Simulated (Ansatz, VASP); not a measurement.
**Zn in VASP and in Ansatz**

```xyz
1
Lattice="0.0000 1.9648 1.9648 1.9648 0.0000 1.9648 1.9648 1.9648 0.0000" Properties=species:S:1:pos:R:3 pbc="T T T"
Zn    0.0000    0.0000    0.0000
```

Alike in both runs: task relaxation of cell and atoms; functional PBEsol; k mesh 12 × 12 × 12; occupations fermi-dirac, width 0.05 eV; no spin polarisation.

|  | VASP | Ansatz |
| --- | --- | --- |
| version | VASP 6.6.1 | Ansatz 0.2.0 |
| potentials or method | VASP PAW PBE potentials, release 64 (Zn) | Ansatz PAW |
| plane-wave cutoff (eV) | 600 | 420 |
| valence electrons in the cell | 12 | 12 |

|  | VASP | Ansatz | Ansatz less VASP |
| --- | --- | --- | --- |
| gap on the k mesh at the Fermi level, each at its own relaxed structure (eV) | none | none | - |
| relaxed volume (Å³/atom) | 14.17 | 14.10 | -0.071 |
| relaxed cell length with the largest relative difference (Å) | 2.716 | 2.712 | -0.0045 |

VASP's potentials were made for PBE, not for PBEsol. A gap of «none» marks a metal or a gap that the smearing closes.

Noted on Ansatz's run: the plane-wave basis is chosen anew once the cell has moved, so the energies of steps on either side of that aren't comparable.
